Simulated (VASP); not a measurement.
# CoSi2 (Fm-3m) in VASP: single point with PBE

Aim: the single point of CoSi2 with PBE.

Program: VASP 6.6.1. These are calculated values, not measurements. Logs are shortened: lines on timing, memory, paths and dates and some standing lists are left out, and cuts for length are marked.

## 1. The cell of the first run

Symmetry: Fm-3m, No. 225, cubic system. Conventional cell: a = 5.356 Å, b = 5.356 Å, c = 5.356 Å, α = 90.00°, β = 90.00°, γ = 90.00°. Co (site symmetry m-3m) has 8 Si at 2.32 Å within 3.1 Å. Within 3.1 Å of Si (site symmetry -43m) lie 4 Co at 2.32 Å and 6 Si at 2.68 Å.

## 2. Single point, PBE

Input file INCAR:

```
SYSTEM = CoSi2
PREC = Accurate
ENCUT = 600
EDIFF = 1E-6
ISMEAR = 0
SIGMA = 0.1
LREAL = .False.
LASPH = .True.
NELM = 120
ALGO = Normal
ISIF = 2
LWAVE = .False.
LCHARG = .False.
GGA = PE
NBANDS = 16
GGA_COMPAT = .False.
```

Input file KPOINTS:

```
Automatic mesh
0
Gamma
  6 6 6
  0 0 0
```

Input file POSCAR:

```
CoSi2
1.0
    0.0000000000      2.6780000000      2.6780000000
    2.6780000000      0.0000000000      2.6780000000
    2.6780000000      2.6780000000      0.0000000000
Co Si
1 2
Direct
    0.0000000000      0.0000000000      0.0000000000
    0.2500000000      0.2500000000      0.2500000000
    0.7500000000      0.7500000000      0.7500000000
```

Potentials or basis: VASP PAW PBE potentials, release 64 (Co, Si).

Run with:

```sh
cat potpaw_PBE.64/Co/POTCAR potpaw_PBE.64/Si/POTCAR > POTCAR
mpirun -np 1 vasp_std > vasp.out
```

OUTCAR:

```text
SYSTEM = CoSi2
   PREC = Accurate
   ENCUT = 600
   EDIFF = 1E-6
   ISMEAR = 0
   LREAL = .False.
   LASPH = .True.
   NELM = 120
   ISIF = 2
   GGA = PE

 ion  position               nearest neighbor table
   1  0.000  0.000  0.000-   3 2.32   2 2.32   3 2.32   2 2.32   3 2.32   3 2.32   2 2.32   2 2.32

   2  0.250  0.250  0.250-   1 2.32   1 2.32   1 2.32   1 2.32   3 2.68   3 2.68   3 2.68   3 2.68
                             3 2.68   3 2.68
   3  0.750  0.750  0.750-   1 2.32   1 2.32   1 2.32   1 2.32   2 2.68   2 2.68   2 2.68   2 2.68
                             2 2.68   2 2.68

  LATTYP: Found a face centered cubic cell.
 ALAT       =     5.3560000000

  Lattice vectors:

 A1 = (   0.0000000000,   2.6780000000,   2.6780000000)
 A2 = (   2.6780000000,   0.0000000000,   2.6780000000)
 A3 = (   2.6780000000,   2.6780000000,   0.0000000000)

Analysis of symmetry for initial positions (statically):
=====================================================================
 Subroutine PRICEL returns:
 Original cell was already a primitive cell.

 Routine SETGRP: Setting up the symmetry group for a
 face centered cubic supercell.

 Subroutine GETGRP returns: Found 48 space group operations
 (whereof 48 operations were pure point group operations)
 out of a pool of 48 trial point group operations.

The static configuration has the point symmetry O_h .

Analysis of symmetry for dynamics (positions and initial velocities):
=====================================================================
 Subroutine PRICEL returns:
 Original cell was already a primitive cell.

 Routine SETGRP: Setting up the symmetry group for a
 face centered cubic supercell.

 Subroutine GETGRP returns: Found 48 space group operations
 (whereof 48 operations were pure point group operations)
 out of a pool of 48 trial point group operations.

The dynamic configuration has the point symmetry O_h .

 Subroutine INISYM returns: Found 48 space group operations
 (whereof 48 operations are pure point group operations),
 and found     1 'primitive' translations

----------------------------------------------------------------------------------------

                                     Primitive cell

  volume of cell :      38.4115

  direct lattice vectors                    reciprocal lattice vectors
     0.000000000  2.678000000  2.678000000    -0.186706497  0.186706497  0.186706497
     2.678000000  0.000000000  2.678000000     0.186706497 -0.186706497  0.186706497
     2.678000000  2.678000000  0.000000000     0.186706497  0.186706497 -0.186706497

  length of vectors
     3.787263920  3.787263920  3.787263920     0.323385140  0.323385140  0.323385140

  position of ions in fractional coordinates (direct lattice)
     0.000000000  0.000000000  0.000000000
     0.250000000  0.250000000  0.250000000
     0.750000000  0.750000000  0.750000000

  ion indices of the primitive-cell ions
   primitive index   ion index
                 1           1
                 2           2
                 3           3

----------------------------------------------------------------------------------------

 KPOINTS: Automatic mesh

Automatic generation of k-mesh.
 Grid dimensions read from file:
 generate k-points for:    6    6    6

 Generating k-lattice:

  Cartesian coordinates                     Fractional coordinates (reciprocal lattice)
    -0.031117750  0.031117750  0.031117750     0.166666667  0.000000000  0.000000000
     0.031117750 -0.031117750  0.031117750     0.000000000  0.166666667  0.000000000
     0.031117750  0.031117750 -0.031117750     0.000000000  0.000000000  0.166666667

  Length of vectors
     0.053897523  0.053897523  0.053897523

  Shift w.r.t. Gamma in fractional coordinates (k-lattice)
     0.000000000  0.000000000  0.000000000

 Subroutine IBZKPT returns following result:
 ===========================================

 Found     16 irreducible k-points:

 Following reciprocal coordinates:
            Coordinates               Weight
  0.000000  0.000000  0.000000      1.000000
  0.166667  0.000000  0.000000      8.000000
  0.333333  0.000000  0.000000      8.000000
  0.500000  0.000000  0.000000      4.000000
  0.166667  0.166667  0.000000      6.000000
  0.333333  0.166667  0.000000     24.000000
[... 8 lines left out ...]
 -0.333333  0.333333  0.166667     24.000000
 -0.333333  0.500000  0.166667     12.000000
   k-points           NKPTS =     16   k-points in BZ     NKDIM =     16   number of bands    NBANDS=     16
   number of dos      NEDOS =    301   number of ions     NIONS =      3
   total plane-waves  NPLWV =  27000
   dimension x,y,z NGX =    30 NGY =   30 NGZ =   30
   dimension x,y,z NGXF=    60 NGYF=   60 NGZF=   60
   ions per type =               1   2
   NGX,Y,Z   is equivalent  to a cutoff of  13.17, 13.17, 13.17 a.u.
   NGXF,Y,Z  is equivalent  to a cutoff of  26.34, 26.34, 26.34 a.u.
 SYSTEM =  CoSi2
   PREC   = accura    normal or accurate (medium, high low for compatibility)
   ISTART =      0    job   : 0-new  1-cont  2-samecut
   ICHARG =      2    charge: 1-file 2-atom 10-const
   ISPIN  =      1    spin polarized calculation?
   LNONCOLLINEAR =      F non collinear calculations
   LSORBIT =      F    spin-orbit coupling
   LASPH  =      T    aspherical Exc in radial PAW
   ENCUT  =  600.0 eV  44.10 Ry    6.64 a.u.   7.56  7.56  7.56*2*pi/ulx,y,z
   NELM   =    120;   NELMIN=  2; NELMDL= -5     # of ELM steps
   EDIFF  = 0.1E-05   stopping-criterion for ELM
   LREAL  =      F    real-space projection
   EDIFFG = 0.1E-04   stopping-criterion for IOM
   NSW    =      0    number of steps for IOM
   IBRION =     -1    ionic relax: 0-MD 1-quasi-New 2-CG
   NFREE  =      0    steps in history (QN), initial steepest desc. (CG)
   ISIF   =      2    stress and relaxation
   ISYM   =      2    0-nonsym 1-usesym 2-fastsym
   POTIM  = 0.5000    time-step for ionic-motion
   TEBEG  =    0.0;   TEEND  =   0.0 temperature during run
   PSTRESS=    0.0 pullay stress
   NELECT =      17.0000    total number of electrons
   NUPDOWN=      -1.0000    fix difference up-down
   EMIN   =  10.00;   EMAX   =-10.00  energy-range for DOS
   EFERMI =   0.00;   METHOD = LEGACY
   ISMEAR =     0;   SIGMA  =   0.10  broadening in eV -4-tet -1-fermi 0-gaus
   EFERMI_NEDOS =   21; number of points for ismear=-14 and -15
   IALGO  =     38    algorithm
   IMIX   =      4    mixing-type and parameters
     AMIX     =   0.40;   BMIX     =  1.00
     AMIX_MAG =   1.60;   BMIX_MAG =  1.00
  volume/ion in A,a.u.               =      12.80        86.40
  Fermi-wavevector in a.u.,A,eV,Ry     =   1.247586  2.357596 21.177078  1.556471
  Thomas-Fermi vector in A             =   2.381712
   LORBIT       =      0    0 simple, 1 ext, 2 COOP (PROOUT), +10 PAW based schemes
   GGA     = PE    functional components
   LHFCALC =     F    Hartree Fock is set to
   AEXX    =    0.0000 exact exchange contribution
   IVDW    =     0    specifies the selected vdW correction
   LEPSILON=     F    determine dielectric tensor
   LRPA    =     F    only Hartree local field effects (RPA)
 non-spin polarized calculation
 Gauss-broadening in eV      SIGMA  =   0.10
  energy-cutoff  :      600.00
  volume of cell :       38.41
 maximum number of plane-waves:      1303
   NGX = 15   NGY = 15   NGZ = 15

 number of electron      17.0000005 magnetization

 Free energy of the ion-electron system (eV)
  ---------------------------------------------------
  ext. energy  EPLUGINS =         0.00000000
  ---------------------------------------------------
  free energy    TOTEN  =       -19.28998986 eV

  energy without entropy =      -19.28126077  energy(sigma->0) =      -19.28562531

 E-fermi :  10.2225     XC(G=0): -11.7464

 val. band max:        9.8609236211   @ k =  -0.1667   0.1667   0.0000
 cond. band min:      10.2348965686   @ k =  -0.3333   0.1667   0.0000
 fundamental gap:      0.3739729475
 Fermi energy:        10.2224533531

 k-point     1 :       0.0000    0.0000    0.0000
  band No.  band energies     occupation
      1      -3.0323      2.00000
      2       6.0180      2.00000
      3       6.0180      2.00000
      4       6.0180      2.00000
      5       8.1906      2.00000
      6       8.1906      2.00000
[... 8 lines left out ...]
     15      15.7598      0.00000
     16      15.7598      0.00000

 k-point     2 :       0.1667    0.0000    0.0000
  band No.  band energies     occupation
      1      -2.6124      2.00000
      2       5.0554      2.00000
      3       6.1593      2.00000
      4       6.1593      2.00000
      5       8.0890      2.00000
      6       8.0890      2.00000
[... 8 lines left out ...]
     15      15.6610      0.00000
     16      16.4006      0.00000

 k-point     3 :       0.3333    0.0000    0.0000
  band No.  band energies     occupation
      1      -1.3874      2.00000
      2       2.9271      2.00000
      3       6.4226      2.00000
      4       6.4226      2.00000
      5       8.1163      2.00000
      6       8.1163      2.00000
[... 8 lines left out ...]
     15      18.0830      0.00000
     16      18.8158      0.00000

 k-point     4 :       0.5000    0.0000    0.0000
  band No.  band energies     occupation
      1       0.2844      2.00000
      2       0.8391      2.00000
      3       6.5135      2.00000
      4       6.5135      2.00000
      5       7.9252      2.00000
      6       8.4715      2.00000
[... 8 lines left out ...]
     15      20.4584      0.00000
     16      21.1927      0.00000
[... 172 lines left out ...]
 k-point    14 :       0.5000    0.3333    0.1667
  band No.  band energies     occupation
      1      -0.3374      2.00000
      2       3.0540      2.00000
      3       5.1763      2.00000
      4       5.8603      2.00000
      5       7.0043      2.00000
      6       7.9750      2.00000
[... 8 lines left out ...]
     15      19.8400      0.00000
     16      20.5747      0.00000

 k-point    15 :      -0.3333    0.3333    0.1667
  band No.  band energies     occupation
      1       1.3024      2.00000
      2       1.5629      2.00000
      3       4.8522      2.00000
      4       5.0735      2.00000
      5       7.3776      2.00000
      6       7.9202      2.00000
[... 8 lines left out ...]
     15      18.7929      0.00000
     16      22.4357      0.00000

 k-point    16 :      -0.3333    0.5000    0.1667
  band No.  band energies     occupation
      1       1.4670      2.00000
      2       2.6380      2.00000
      3       3.4315      2.00000
      4       4.9300      2.00000
      5       7.3616      2.00000
      6       8.0271      2.00000
[... 8 lines left out ...]
     15      20.9149      0.00000
     16      21.9331      0.00000

------------------------ aborting loop because EDIFF is reached ----------------------------------------

  FORCE on cell =-STRESS in cart. coord.  units (eV):
  Direction    XX          YY          ZZ          XY          YZ          ZX
  --------------------------------------------------------------------------------------
  -------------------------------------------------------------------------------------
  Total        0.0419440      0.0419440      0.0419440      0.0000000      0.0000000     -0.0000000
  in kB        1.7495190      1.7495190      1.7495190      0.0000000      0.0000000     -0.0000000
  external PRESSURE =       1.7495190 kB  Pullay stress =       0.0000000 kB

 VOLUME and BASIS-vectors are now :
 -----------------------------------------------------------------------------
  energy-cutoff  :      600.00
  volume of cell :       38.41
      direct lattice vectors                 reciprocal lattice vectors
     0.000000000  2.678000000  2.678000000    -0.186706497  0.186706497  0.186706497
     2.678000000  0.000000000  2.678000000     0.186706497 -0.186706497  0.186706497
     2.678000000  2.678000000  0.000000000     0.186706497  0.186706497 -0.186706497

 POSITION                                       TOTAL-FORCE (eV/Angst)
 -----------------------------------------------------------------------------------
      0.00000      0.00000      0.00000         0.000000     -0.000000      0.000000
      1.33900      1.33900      1.33900        -0.000000     -0.000000      0.000000
      4.01700      4.01700      4.01700         0.000000      0.000000     -0.000000
 -----------------------------------------------------------------------------------
    total drift:                                0.000000     -0.000000     -0.000000

  FREE ENERGIE OF THE ION-ELECTRON SYSTEM (eV)
  ---------------------------------------------------
  free  energy   TOTEN  =       -19.2899898552 eV

  energy  without entropy=      -19.2812607699  energy(sigma->0) =      -19.28562531
```

Wall time 28 s (1 thread of Intel Xeon 8259CL, shared host); peak memory 0.17 GiB.

What came out:

* Free energy: -19.2900 eV
* Pressure: 0.2 GPa
* Band gap on the k mesh: zero (an odd number of electrons rules out a gap without spin polarisation)

Levels at points of the mesh, in eV from the Fermi level:
```tsv
k point	band 6	band 7	band 8	band 9	band 10	band 11	band 12	band 13
(0.00, 0.00, 0.00)	-2.03	0.63	3.28	3.28	3.28	3.32	3.32	3.32
(0.50, 0.00, 0.00)	-1.75	-1.75	-0.60	-0.60	2.56	3.28	3.28	4.22
(0.50, 0.50, 0.00)	-2.08	-2.08	-2.04	-1.46	1.45	2.80	8.42	9.45
```

Caveat: an odd number of electrons without spin polarisation forces a metal; a magnetic or distorted state may lie lower. Spin polarisation is off, so any magnetic state and its effect on volume and gap are missing.

The gap in the log of VASP goes by the Fermi energy; the results here count the filled bands.